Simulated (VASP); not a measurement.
# CsBr (Pm-3m) in VASP: single point with LDA

Aim: the single point of CsBr with LDA.

Program: VASP 6.6.1. These are calculated values, not measurements. Logs are shortened: lines on timing, memory, paths and dates and some standing lists are left out, and cuts for length are marked.

## Step 1: The cell of the first run

The structure is cubic, space group Pm-3m (No. 221). Conventional cell: a = 4.256 Å, b = 4.256 Å, c = 4.256 Å, α = 90.00°, β = 90.00°, γ = 90.00°. Within 4.8 Å of Cs (site symmetry m-3m) lie 8 Br at 3.69 Å and 6 Cs at 4.26 Å. Br (site symmetry m-3m) has 8 Cs at 3.69 Å and 6 Br at 4.26 Å within 4.8 Å.

## Step 2: Single point, LDA, non-collinear spin, zero start, spin-orbit coupling

Contents of INCAR:

```
PREC = Accurate
ENCUT = 500
EDIFF = 1E-6
ISMEAR = -1
SIGMA = 0.1
LREAL = F
LASPH = T
NELM = 200
ALGO = Normal
ISIF = 2
LWAVE = F
LCHARG = T
MAGMOM = 0 0 0 0 0 0
LORBIT = 11
LSORBIT = T
GGA_COMPAT = F
LORBMOM = T
GGA = CA
LVHAR = T
NBANDS = 28
```

Contents of KPOINTS:

```
Automatic mesh
0
Gamma
  6 6 6
```

Contents of POSCAR:

```
CsBr
1.0
    4.2558780000      0.0000000000      0.0000000000
    0.0000000000      4.2558780000      0.0000000000
    0.0000000000      0.0000000000      4.2558780000
Cs Br
1 1
Direct
    0.0000000000      0.0000000000      0.0000000000
    0.5000000000      0.5000000000      0.5000000000
```

Potentials or basis: VASP PAW LDA potentials, release 64 (Cs_sv, Br).

Run with:

```bash
> cat potpaw_LDA.64/Cs_sv/POTCAR potpaw_LDA.64/Br/POTCAR > POTCAR
> mpirun -np 1 vasp_ncl > vasp.out
```

OUTCAR:

```text
PREC = Accurate
   ENCUT = 500
   EDIFF = 1E-6
   ISMEAR = -1
   LREAL = F
   LASPH = T
   NELM = 200
   ISIF = 2
   LORBIT = 11
   LSORBIT = T
   GGA = CA

 ion  position               nearest neighbor table
   1  0.000  0.000  0.000-
   2  0.500  0.500  0.500-

  LATTYP: Found a simple cubic cell.
 ALAT       =     4.2558780000

  Lattice vectors:

 A1 = (   4.2558780000,   0.0000000000,   0.0000000000)
 A2 = (   0.0000000000,   4.2558780000,   0.0000000000)
 A3 = (   0.0000000000,   0.0000000000,   4.2558780000)

Analysis of symmetry for initial positions (statically):
=====================================================================
 Subroutine PRICEL returns:
 Original cell was already a primitive cell.

 Routine SETGRP: Setting up the symmetry group for a
 simple cubic supercell.

 Subroutine GETGRP returns: Found 48 space group operations
 (whereof 48 operations were pure point group operations)
 out of a pool of 48 trial point group operations.

The static configuration has the point symmetry O_h .

Analysis of symmetry for dynamics (positions and initial velocities):
=====================================================================
 Subroutine PRICEL returns:
 Original cell was already a primitive cell.

 Routine SETGRP: Setting up the symmetry group for a
 simple cubic supercell.

 Subroutine GETGRP returns: Found 48 space group operations
 (whereof 48 operations were pure point group operations)
 out of a pool of 48 trial point group operations.

The dynamic configuration has the point symmetry O_h .

Analysis of structural, dynamic, and magnetic symmetry:
=====================================================================
 Subroutine PRICEL returns:
 Original cell was already a primitive cell.

 Routine SETGRP: Setting up the symmetry group for a
 simple cubic supercell.

 Subroutine GETGRP returns: Found 48 space group operations
 (whereof 48 operations were pure point group operations)
 out of a pool of 48 trial point group operations.

The overall configuration has the point symmetry O_h .

 Subroutine INISYM returns: Found 48 space group operations
 (whereof 48 operations are pure point group operations),
 and found     1 'primitive' translations

----------------------------------------------------------------------------------------

                                     Primitive cell

  volume of cell :      77.0846

  direct lattice vectors                    reciprocal lattice vectors
     4.255878000  0.000000000  0.000000000     0.234969142  0.000000000  0.000000000
     0.000000000  4.255878000  0.000000000     0.000000000  0.234969142  0.000000000
     0.000000000  0.000000000  4.255878000     0.000000000  0.000000000  0.234969142

  length of vectors
     4.255878000  4.255878000  4.255878000     0.234969142  0.234969142  0.234969142

  position of ions in fractional coordinates (direct lattice)
     0.000000000  0.000000000  0.000000000
     0.500000000  0.500000000  0.500000000

  ion indices of the primitive-cell ions
   primitive index   ion index
                 1           1
                 2           2

----------------------------------------------------------------------------------------

 KPOINTS: Automatic mesh

Automatic generation of k-mesh.
 Grid dimensions read from file:
 generate k-points for:    6    6    6

 Generating k-lattice:

  Cartesian coordinates                     Fractional coordinates (reciprocal lattice)
     0.039161524  0.000000000  0.000000000     0.166666667  0.000000000  0.000000000
     0.000000000  0.039161524  0.000000000     0.000000000  0.166666667  0.000000000
     0.000000000  0.000000000  0.039161524     0.000000000  0.000000000  0.166666667

  Length of vectors
     0.039161524  0.039161524  0.039161524

  Shift w.r.t. Gamma in fractional coordinates (k-lattice)
     0.000000000  0.000000000  0.000000000

 Subroutine IBZKPT returns following result:
 ===========================================

 Found     20 irreducible k-points:

 Following reciprocal coordinates:
            Coordinates               Weight
  0.000000  0.000000  0.000000      1.000000
  0.166667  0.000000  0.000000      6.000000
  0.333333  0.000000  0.000000      6.000000
  0.500000  0.000000  0.000000      3.000000
  0.166667  0.166667  0.000000     12.000000
  0.333333  0.166667  0.000000     24.000000
[... 12 lines left out ...]
  0.500000  0.500000  0.333333      6.000000
  0.500000  0.500000  0.500000      1.000000
[... 22 lines left out ...]
   IBRION =     -1    ionic relax: 0-MD 1-quasi-New 2-CG
   NFREE  =      0    steps in history (QN), initial steepest desc. (CG)
   ISIF   =      2    stress and relaxation
   ISYM   =      2    0-nonsym 1-usesym 2-fastsym
   POTIM  = 0.5000    time-step for ionic-motion
   TEBEG  =    0.0;   TEEND  =   0.0 temperature during run
   PSTRESS=    0.0 pullay stress
   NELECT =      16.0000    total number of electrons
   NUPDOWN=      -1.0000    fix difference up-down
   EMIN   =  10.00;   EMAX   =-10.00  energy-range for DOS
   EFERMI =   0.00;   METHOD = LEGACY
   ISMEAR =    -1;   SIGMA  =   0.10  broadening in eV -4-tet -1-fermi 0-gaus
   EFERMI_NEDOS =   21; number of points for ismear=-14 and -15
   IALGO  =     38    algorithm
   IMIX   =      4    mixing-type and parameters
     AMIX     =   0.40;   BMIX     =  1.00
     AMIX_MAG =   1.60;   BMIX_MAG =  1.00
  volume/ion in A,a.u.               =      38.54       260.10
  Fermi-wavevector in a.u.,A,eV,Ry     =   0.969302  1.831715 12.783297  0.939546
  Thomas-Fermi vector in A             =   2.099343
   LORBIT       =     11    0 simple, 1 ext, 2 COOP (PROOUT), +10 PAW based schemes
   GGA     = CA    functional components
   LHFCALC =     F    Hartree Fock is set to
   AEXX    =    0.0000 exact exchange contribution
   IVDW    =     0    specifies the selected vdW correction
   LEPSILON=     F    determine dielectric tensor
   LRPA    =     F    only Hartree local field effects (RPA)
  energy-cutoff  :      500.00
  volume of cell :       77.08
 maximum number of plane-waves:      3960
 NGX is ok and might be reduce to    32
   NGX = 15   NGY = 15   NGZ = 15

 number of electron      15.9999996 magnetization      -0.0000000     -0.0000000      0.0000000

 number of electron      15.9999996 magnetization      -0.0000000      0.0000000      0.0000000

 number of electron      15.9999996 magnetization       0.0000000      0.0000000      0.0000000

 number of electron      15.9999996 magnetization      -0.0000000     -0.0000000     -0.0000000

 Free energy of the ion-electron system (eV)
  ---------------------------------------------------
  ext. energy  EPLUGINS =         0.00000000
  ---------------------------------------------------
  free energy    TOTEN  =        -6.94457723 eV

  energy without entropy =       -6.94457723  energy(sigma->0) =       -6.94457723

 E-fermi :   2.0715     XC(G=0):  -8.5050

 val. band max:       -0.1013924414   @ k =   0.0000   0.0000   0.0000
 cond. band min:       3.9288557071   @ k =   0.0000   0.0000   0.0000
 fundamental gap:      4.0302481485
 Fermi energy:         2.0714875749

 k-point     1 :       0.0000    0.0000    0.0000
  band No.  band energies     occupation
      1     -19.9912      1.00000
      2     -19.9912      1.00000
      3     -12.7171      1.00000
      4     -12.7171      1.00000
      5      -7.6601      1.00000
      6      -7.6601      1.00000
[... 609 lines left out ...]
     27       8.9260      0.00000
     28       8.9260      0.00000

------------------------ aborting loop because EDIFF is reached ----------------------------------------

  FORCE on cell =-STRESS in cart. coord.  units (eV):
  Direction    XX          YY          ZZ          XY          YZ          ZX
  --------------------------------------------------------------------------------------
  -------------------------------------------------------------------------------------
  Total       -0.6490515     -0.6490515     -0.6490515     -0.0000000      0.0000000      0.0000000
  in kB      -13.4903202    -13.4903202    -13.4903202     -0.0000000      0.0000000      0.0000000
  external PRESSURE =     -13.4903202 kB  Pullay stress =       0.0000000 kB

 VOLUME and BASIS-vectors are now :
 -----------------------------------------------------------------------------
  energy-cutoff  :      500.00
  volume of cell :       77.08
      direct lattice vectors                 reciprocal lattice vectors
     4.255878000  0.000000000  0.000000000     0.234969142  0.000000000  0.000000000
     0.000000000  4.255878000  0.000000000     0.000000000  0.234969142  0.000000000
     0.000000000  0.000000000  4.255878000     0.000000000  0.000000000  0.234969142

 POSITION                                       TOTAL-FORCE (eV/Angst)
 -----------------------------------------------------------------------------------
      0.00000      0.00000      0.00000         0.000000      0.000000      0.000000
      2.12794      2.12794      2.12794         0.000000      0.000000      0.000000
 -----------------------------------------------------------------------------------
    total drift:                                0.000000     -0.000000     -0.000000

  FREE ENERGIE OF THE ION-ELECTRON SYSTEM (eV)
  ---------------------------------------------------
  free  energy   TOTEN  =        -6.9445772317 eV

  energy  without entropy=       -6.9445772314  energy(sigma->0) =       -6.94457723

 orbital moment (x)

 # of ion     p       d       tot
 ----------------------------------------
  1        -0.000  -0.000  -0.000
  2        -0.000  -0.000  -0.000
 ----------------------------------------
           -0.000  -0.000  -0.000

 orbital moment (y)

 # of ion     p       d       tot
 ----------------------------------------
  1         0.000   0.000   0.000
  2         0.000  -0.000   0.000
 ----------------------------------------
            0.000  -0.000   0.000

 orbital moment (z)

 # of ion     p       d       tot
 ----------------------------------------
  1         0.000   0.000   0.000
  2         0.000   0.000   0.000
 ----------------------------------------
            0.000   0.000   0.000

 Spin-Orbit-Coupling matrix elements

 Ion:    1  E_soc:     -0.2980090
 l=   1
     0.0000000    -0.0496139    -0.0496139
    -0.0496139     0.0000000    -0.0496139
    -0.0496139    -0.0496139     0.0000000
 l=   2
     0.0000000    -0.0000182     0.0000000    -0.0000182    -0.0000361
    -0.0000182     0.0000000    -0.0000271    -0.0000182    -0.0000090
     0.0000000    -0.0000271     0.0000000    -0.0000271     0.0000000
    -0.0000182    -0.0000182    -0.0000271     0.0000000    -0.0000090
    -0.0000361    -0.0000090     0.0000000    -0.0000090     0.0000000
 l=   3
     0.0000000     0.0000000     0.0000000     0.0000000     0.0000000     0.0000000     0.0000000
     0.0000000     0.0000000     0.0000000     0.0000000     0.0000000     0.0000000     0.0000000
     0.0000000     0.0000000     0.0000000     0.0000000     0.0000000     0.0000000     0.0000000
     0.0000000     0.0000000     0.0000000     0.0000000     0.0000000     0.0000000     0.0000000
     0.0000000     0.0000000     0.0000000     0.0000000     0.0000000     0.0000000     0.0000000
     0.0000000     0.0000000     0.0000000     0.0000000     0.0000000     0.0000000     0.0000000
     0.0000000     0.0000000     0.0000000     0.0000000     0.0000000     0.0000000     0.0000000

 Ion:    2  E_soc:     -0.0565139
 l=   1
     0.0000000    -0.0094179    -0.0094179
    -0.0094179     0.0000000    -0.0094179
    -0.0094179    -0.0094179     0.0000000
 l=   2
     0.0000000    -0.0000004     0.0000000    -0.0000004    -0.0000007
    -0.0000004     0.0000000    -0.0000005    -0.0000004    -0.0000002
     0.0000000    -0.0000005     0.0000000    -0.0000005     0.0000000
    -0.0000004    -0.0000004    -0.0000005     0.0000000    -0.0000002
    -0.0000007    -0.0000002     0.0000000    -0.0000002     0.0000000
 l=   3
     0.0000000     0.0000000     0.0000000     0.0000000     0.0000000     0.0000000     0.0000000
     0.0000000     0.0000000     0.0000000     0.0000000     0.0000000     0.0000000     0.0000000
     0.0000000     0.0000000     0.0000000     0.0000000     0.0000000     0.0000000     0.0000000
     0.0000000     0.0000000     0.0000000     0.0000000     0.0000000     0.0000000     0.0000000
     0.0000000     0.0000000     0.0000000     0.0000000     0.0000000     0.0000000     0.0000000
     0.0000000     0.0000000     0.0000000     0.0000000     0.0000000     0.0000000     0.0000000
     0.0000000     0.0000000     0.0000000     0.0000000     0.0000000     0.0000000     0.0000000

 total charge

# of ion       s       p       d       tot
------------------------------------------
    1        1.831   4.676   0.036   6.542
    2        1.603   3.261   0.002   4.867
--------------------------------------------------
tot          3.434   7.937   0.038  11.409

 magnetization (x)

# of ion       s       p       d       tot
------------------------------------------
    1       -0.000  -0.000  -0.000  -0.000
    2        0.000   0.000  -0.000   0.000
--------------------------------------------------
tot         -0.000   0.000  -0.000   0.000

 magnetization (y)

# of ion       s       p       d       tot
------------------------------------------
    1       -0.000  -0.000   0.000  -0.000
    2        0.000   0.000   0.000   0.000
--------------------------------------------------
tot         -0.000   0.000   0.000   0.000

 magnetization (z)

# of ion       s       p       d       tot
------------------------------------------
    1       -0.000  -0.000  -0.000  -0.000
    2        0.000   0.000  -0.000   0.000
--------------------------------------------------
tot          0.000   0.000  -0.000   0.000
```

Wall time 1.9 min (1 thread of AMD EPYC, shared host); peak memory 0.24 GiB.

Results:

| Item | Value |
| --- | --- |
| Free energy | -6.9446 eV |
| Pressure | -1.3 GPa |
| Net moment | 0.00 μB per cell |
| Valence electrons inside the program's atomic spheres | Cs 6.54; Br 4.87 |

Moments on the atoms (μB; x, y, z):
```
Cs  0.00 0.00 0.00
Br  0.00 0.00 0.00
```
